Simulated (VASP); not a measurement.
# MoS2 in VASP: single point with PBEsol

Aim: the single point of MoS2 with PBEsol.

All numbers are computed with VASP 6.6.1; they aren't measurements. Logs are shortened: lines on timing, memory, paths and dates and some standing lists are left out, and cuts for length are marked.

### 1 The cell of the first run

The cell holds a slab with vacuum, 3 atoms: a = 3.184 Å, b = 3.184 Å, c = 17.335 Å, α = 90.00°, β = 90.00°, γ = 120.00°.

### 2 Single point, PBEsol

INCAR

```
SYSTEM = MoS2
ALGO = Normal
EDIFF = 1E-6
ENCUT = 500
GGA = PS
GGA_COMPAT = .False.
ISIF = 2
ISMEAR = 1
LASPH = .True.
LCHARG = .False.
LREAL = .False.
LWAVE = .False.
NBANDS = 20
NELM = 120
PREC = Accurate
SIGMA = 0.01
```

KPOINTS

```
k-points
0
Gamma
  10 10 2
  0 0 0
```

POSCAR

```
MoS2
1.0
    3.1841260000      0.0000000000      0.0000000000
   -1.5920630000      2.7575340049      0.0000000000
    0.0000000000      0.0000000000     17.3346000000
Mo S
1 2
Direct
    0.0000000000      0.0000000000      0.0000000000
    0.3333333333      0.6666666667      0.0894930000
    0.3333333333      0.6666666667      0.9105070000
```

Potentials or basis: VASP PAW PBE potentials, release 64 (Mo_sv, S).

Launch:

```bash
$ cat potpaw_PBE.64/Mo_sv/POTCAR potpaw_PBE.64/S/POTCAR > POTCAR
$ mpirun -np 1 vasp_std > vasp.out
```

OUTCAR:

```text
SYSTEM = MoS2
   EDIFF = 1E-6
   ENCUT = 500
   GGA = PS
   ISIF = 2
   ISMEAR = 1
   LASPH = .True.
   LREAL = .False.
   NELM = 120
   PREC = Accurate

 ion  position               nearest neighbor table
   1  0.000  0.000  0.000-   2 2.41   3 2.41   2 2.41   3 2.41   2 2.41   3 2.41
   2  0.333  0.667  0.089-   1 2.41   1 2.41   1 2.41
   3  0.333  0.667  0.911-   1 2.41   1 2.41   1 2.41

  LATTYP: Found a hexagonal cell.
 ALAT       =     3.1841260000
 C/A-ratio  =     5.4440684822

  Lattice vectors:

 A1 = (   3.1841260000,   0.0000000000,   0.0000000000)
 A2 = (  -1.5920630000,   2.7575340049,   0.0000000000)
 A3 = (   0.0000000000,   0.0000000000,  17.3346000000)

Analysis of symmetry for initial positions (statically):
=====================================================================
 Subroutine PRICEL returns:
 Original cell was already a primitive cell.

 Routine SETGRP: Setting up the symmetry group for a
 hexagonal supercell.

 Subroutine GETGRP returns: Found 12 space group operations
 (whereof 12 operations were pure point group operations)
 out of a pool of 24 trial point group operations.

The static configuration has the point symmetry D_3h.

Analysis of symmetry for dynamics (positions and initial velocities):
=====================================================================
 Subroutine PRICEL returns:
 Original cell was already a primitive cell.

 Routine SETGRP: Setting up the symmetry group for a
 hexagonal supercell.

 Subroutine GETGRP returns: Found 12 space group operations
 (whereof 12 operations were pure point group operations)
 out of a pool of 24 trial point group operations.

The dynamic configuration has the point symmetry D_3h.

 Subroutine INISYM returns: Found 12 space group operations
 (whereof 12 operations are pure point group operations),
 and found     1 'primitive' translations

----------------------------------------------------------------------------------------

                                     Primitive cell

  volume of cell :     152.2036

  direct lattice vectors                    reciprocal lattice vectors
     3.184126000  0.000000000  0.000000000     0.314057924  0.181321427  0.000000000
    -1.592063000  2.757534005  0.000000000     0.000000000  0.362642853  0.000000000
     0.000000000  0.000000000 17.334600000     0.000000000  0.000000000  0.057688092

  length of vectors
     3.184126000  3.184126000 17.334600000     0.362642853  0.362642853  0.057688092

  position of ions in fractional coordinates (direct lattice)
     0.000000000  0.000000000  0.000000000
     0.333333333  0.666666667  0.089493000
     0.333333333  0.666666667  0.910507000

  ion indices of the primitive-cell ions
   primitive index   ion index
                 1           1
                 2           2
                 3           3

----------------------------------------------------------------------------------------

 KPOINTS: k-points

Automatic generation of k-mesh.
 Grid dimensions read from file:
 generate k-points for:   10   10    2

 Generating k-lattice:

  Cartesian coordinates                     Fractional coordinates (reciprocal lattice)
     0.031405792  0.018132143  0.000000000     0.100000000 -0.000000000  0.000000000
     0.000000000  0.036264285  0.000000000     0.000000000  0.100000000  0.000000000
     0.000000000  0.000000000  0.028844046     0.000000000  0.000000000  0.500000000

  Length of vectors
     0.036264285  0.036264285  0.028844046

  Shift w.r.t. Gamma in fractional coordinates (k-lattice)
     0.000000000  0.000000000  0.000000000

 Subroutine IBZKPT returns following result:
 ===========================================

 Found     28 irreducible k-points:

 Following reciprocal coordinates:
            Coordinates               Weight
  0.000000  0.000000  0.000000      1.000000
  0.100000  0.000000  0.000000      6.000000
  0.200000  0.000000  0.000000      6.000000
  0.300000  0.000000  0.000000      6.000000
  0.400000  0.000000  0.000000      6.000000
  0.500000  0.000000  0.000000      3.000000
[... 16 lines left out ...]
  0.300000  0.100000  0.500000     12.000000
  0.400000  0.100000  0.500000     12.000000
 [... further k-points ...]
   k-points           NKPTS =     28   k-points in BZ     NKDIM =     28   number of bands    NBANDS=     20
   number of dos      NEDOS =    301   number of ions     NIONS =      3
   total plane-waves  NPLWV =  72576
   dimension x,y,z NGX =    24 NGY =   24 NGZ =  126
   dimension x,y,z NGXF=    48 NGYF=   48 NGZF=  252
   ions per type =               1   2
   NGX,Y,Z   is equivalent  to a cutoff of  12.53, 12.53, 12.08 a.u.
   NGXF,Y,Z  is equivalent  to a cutoff of  25.06, 25.06, 24.17 a.u.
 SYSTEM =  MoS2
   PREC   = accura    normal or accurate (medium, high low for compatibility)
   ISTART =      0    job   : 0-new  1-cont  2-samecut
   ICHARG =      2    charge: 1-file 2-atom 10-const
   ISPIN  =      1    spin polarized calculation?
   LNONCOLLINEAR =      F non collinear calculations
   LSORBIT =      F    spin-orbit coupling
   LASPH  =      T    aspherical Exc in radial PAW
   ENCUT  =  500.0 eV  36.75 Ry    6.06 a.u.   5.81  5.81 31.60*2*pi/ulx,y,z
   NELM   =    120;   NELMIN=  2; NELMDL= -5     # of ELM steps
   EDIFF  = 0.1E-05   stopping-criterion for ELM
   LREAL  =      F    real-space projection
   EDIFFG = 0.1E-04   stopping-criterion for IOM
   NSW    =      0    number of steps for IOM
   IBRION =     -1    ionic relax: 0-MD 1-quasi-New 2-CG
   NFREE  =      0    steps in history (QN), initial steepest desc. (CG)
   ISIF   =      2    stress and relaxation
   ISYM   =      2    0-nonsym 1-usesym 2-fastsym
   POTIM  = 0.5000    time-step for ionic-motion
   TEBEG  =    0.0;   TEEND  =   0.0 temperature during run
   PSTRESS=    0.0 pullay stress
   NELECT =      26.0000    total number of electrons
   NUPDOWN=      -1.0000    fix difference up-down
   EMIN   =  10.00;   EMAX   =-10.00  energy-range for DOS
   EFERMI =   0.00;   METHOD = LEGACY
   ISMEAR =     1;   SIGMA  =   0.01  broadening in eV -4-tet -1-fermi 0-gaus
   EFERMI_NEDOS =   21; number of points for ismear=-14 and -15
   IALGO  =     38    algorithm
   IMIX   =      4    mixing-type and parameters
     AMIX     =   0.40;   BMIX     =  1.00
     AMIX_MAG =   1.60;   BMIX_MAG =  1.00
  volume/ion in A,a.u.               =      50.73       342.37
  Fermi-wavevector in a.u.,A,eV,Ry     =   0.908359  1.716550 11.226391  0.825116
  Thomas-Fermi vector in A             =   2.032276
   LORBIT       =      0    0 simple, 1 ext, 2 COOP (PROOUT), +10 PAW based schemes
   GGA     = PS    functional components
   LHFCALC =     F    Hartree Fock is set to
   AEXX    =    0.0000 exact exchange contribution
   IVDW    =     0    specifies the selected vdW correction
   LEPSILON=     F    determine dielectric tensor
   LRPA    =     F    only Hartree local field effects (RPA)
 non-spin polarized calculation
 Methfessel and Paxton  Order N= 1 SIGMA  =   0.01
  energy-cutoff  :      500.00
  volume of cell :      152.20
 maximum number of plane-waves:      3900
 NGX is ok and might be reduce to    24
   NGX = 11   NGY = 11   NGZ = 63

 number of electron      25.9999998 magnetization

 Free energy of the ion-electron system (eV)
  ---------------------------------------------------
  ext. energy  EPLUGINS =         0.00000000
  ---------------------------------------------------
  free energy    TOTEN  =       -23.40685591 eV

  energy without entropy =      -23.40685591  energy(sigma->0) =      -23.40685591

 E-fermi :  -1.3385     XC(G=0):  -4.4105

 val. band max:       -1.4476914102   @ k =   0.0000   0.0000   0.5000
 cond. band min:       0.2947283201   @ k =   0.3000   0.3000   0.0000
 fundamental gap:      1.7424197303
 Fermi energy:        -1.3385153189

 k-point     1 :       0.0000    0.0000    0.0000
  band No.  band energies     occupation
      1     -62.2428      2.00000
      2     -36.4220      2.00000
      3     -36.2115      2.00000
      4     -36.2115      2.00000
      5     -15.5792      2.00000
      6     -14.2238      2.00000
[... 12 lines left out ...]
     19       4.3216      0.00000
     20       4.6585      0.00000

 k-point     2 :       0.1000    0.0000    0.0000
  band No.  band energies     occupation
      1     -62.2392      2.00000
      2     -36.4148      2.00000
      3     -36.2484      2.00000
      4     -36.2199      2.00000
      5     -15.4308      2.00000
      6     -14.1644      2.00000
[... 12 lines left out ...]
     19       4.5143      0.00000
     20       5.2209      0.00000

 k-point     3 :       0.2000    0.0000    0.0000
  band No.  band energies     occupation
      1     -62.2297      2.00000
      2     -36.3959      2.00000
      3     -36.3440      2.00000
      4     -36.2418      2.00000
      5     -15.0196      2.00000
      6     -14.0004      2.00000
[... 12 lines left out ...]
     19       5.0639      0.00000
     20       5.9631      0.00000

 k-point     4 :       0.3000    0.0000    0.0000
  band No.  band energies     occupation
      1     -62.2180      2.00000
      2     -36.4602      2.00000
      3     -36.3724      2.00000
      4     -36.2687      2.00000
      5     -14.4510      2.00000
      6     -13.7769      2.00000
[... 12 lines left out ...]
     19       5.8488      0.00000
     20       6.5936      0.00000

 k-point     5 :       0.4000    0.0000    0.0000
  band No.  band energies     occupation
      1     -62.2086      2.00000
      2     -36.5527      2.00000
      3     -36.3533      2.00000
      4     -36.2903      2.00000
      5     -13.9177      2.00000
      6     -13.5744      2.00000
[... 12 lines left out ...]
     19       6.2902      0.00000
     20       6.4094      0.00000

 k-point     6 :       0.5000    0.0000    0.0000
  band No.  band energies     occupation
      1     -62.2049      2.00000
      2     -36.5877      2.00000
      3     -36.3460      2.00000
      4     -36.2986      2.00000
      5     -13.6885      2.00000
      6     -13.4907      2.00000
[... 12 lines left out ...]
     19       6.3926      0.00000
     20       6.7837      0.00000

 k-point     7 :       0.1000    0.1000    0.0000
  band No.  band energies     occupation
      1     -62.2327      2.00000
      2     -36.4017      2.00000
      3     -36.3120      2.00000
      4     -36.2377      2.00000
      5     -15.1507      2.00000
      6     -14.0523      2.00000
[... 12 lines left out ...]
     19       4.8877      0.00000
     20       5.8209      0.00000
[... 277 lines left out ...]
 k-point    20 :       0.5000    0.0000    0.5000
  band No.  band energies     occupation
      1     -62.2049      2.00000
      2     -36.5877      2.00000
      3     -36.3460      2.00000
      4     -36.2986      2.00000
      5     -13.6885      2.00000
      6     -13.4907      2.00000
[... 12 lines left out ...]
     19       6.3925      0.00000
     20       6.7845      0.00000

 k-point    21 :       0.1000    0.1000    0.5000
  band No.  band energies     occupation
      1     -62.2327      2.00000
      2     -36.4017      2.00000
      3     -36.3120      2.00000
      4     -36.2377      2.00000
      5     -15.1507      2.00000
      6     -14.0523      2.00000
[... 12 lines left out ...]
     19       4.7797      0.00000
     20       5.9883      0.00000

 k-point    22 :       0.2000    0.1000    0.5000
  band No.  band energies     occupation
      1     -62.2221      2.00000
      2     -36.4114      2.00000
      3     -36.3805      2.00000
      4     -36.2686      2.00000
      5     -14.6577      2.00000
      6     -13.8556      2.00000
[... 12 lines left out ...]
     19       5.4434      0.00000
     20       6.6565      0.00000

 k-point    23 :       0.3000    0.1000    0.5000
  band No.  band energies     occupation
      1     -62.2115      2.00000
      2     -36.5089      2.00000
      3     -36.3592      2.00000
      4     -36.2996      2.00000
      5     -14.0961      2.00000
      6     -13.6348      2.00000
[... 12 lines left out ...]
     19       6.3321      0.00000
     20       6.5307      0.00000

 k-point    24 :       0.4000    0.1000    0.5000
  band No.  band energies     occupation
      1     -62.2049      2.00000
      2     -36.5684      2.00000
      3     -36.3460      2.00000
      4     -36.3188      2.00000
      5     -13.6982      2.00000
      6     -13.4827      2.00000
[... 12 lines left out ...]
     19       6.9422      0.00000
     20       7.0645      0.00000

 [... further k-points ...]

------------------------ aborting loop because EDIFF is reached ----------------------------------------

  FORCE on cell =-STRESS in cart. coord.  units (eV):
  Direction    XX          YY          ZZ          XY          YZ          ZX
  --------------------------------------------------------------------------------------
  -------------------------------------------------------------------------------------
  Total       -1.4140216     -1.4140216     -0.4764183     -0.0000000     -0.0000000     -0.0000000
  in kB      -14.8847550    -14.8847550     -5.0150365     -0.0000000     -0.0000000     -0.0000000
  external PRESSURE =     -11.5948488 kB  Pullay stress =       0.0000000 kB

 VOLUME and BASIS-vectors are now :
 -----------------------------------------------------------------------------
  energy-cutoff  :      500.00
  volume of cell :      152.20
      direct lattice vectors                 reciprocal lattice vectors
     3.184126000  0.000000000  0.000000000     0.314057924  0.181321427  0.000000000
    -1.592063000  2.757534005  0.000000000     0.000000000  0.362642853  0.000000000
     0.000000000  0.000000000 17.334600000     0.000000000  0.000000000  0.057688092

 POSITION                                       TOTAL-FORCE (eV/Angst)
 -----------------------------------------------------------------------------------
      0.00000      0.00000      0.00000        -0.000000      0.000000      0.000000
     -0.00000      1.83836      1.55133         0.000000      0.000000     -0.146056
     -0.00000      1.83836     15.78327         0.000000     -0.000000      0.146056
 -----------------------------------------------------------------------------------
    total drift:                                0.000000     -0.000000     -0.000000

  FREE ENERGIE OF THE ION-ELECTRON SYSTEM (eV)
  ---------------------------------------------------
  free  energy   TOTEN  =       -23.4068559133 eV

  energy  without entropy=      -23.4068559133  energy(sigma->0) =      -23.40685591
```

It took 2.4 min on 1 thread of Intel Xeon 8259CL, shared host; peak memory 0.28 GiB.

What came out:

- Free energy: -23.4069 eV
- Largest force: 0.146 eV/Å
- Band gap on the k mesh: 1.74 eV (least direct gap 1.93 eV)

Forces on the atoms (eV/Å):
```
Mo   0.000  0.000  0.000
S    0.000  0.000 -0.146
S    0.000  0.000  0.146
```

Caveat: there is no dipole correction, which matters where the two faces differ; the PAW data sets were made with another functional, which shifts forces and pressure a little.
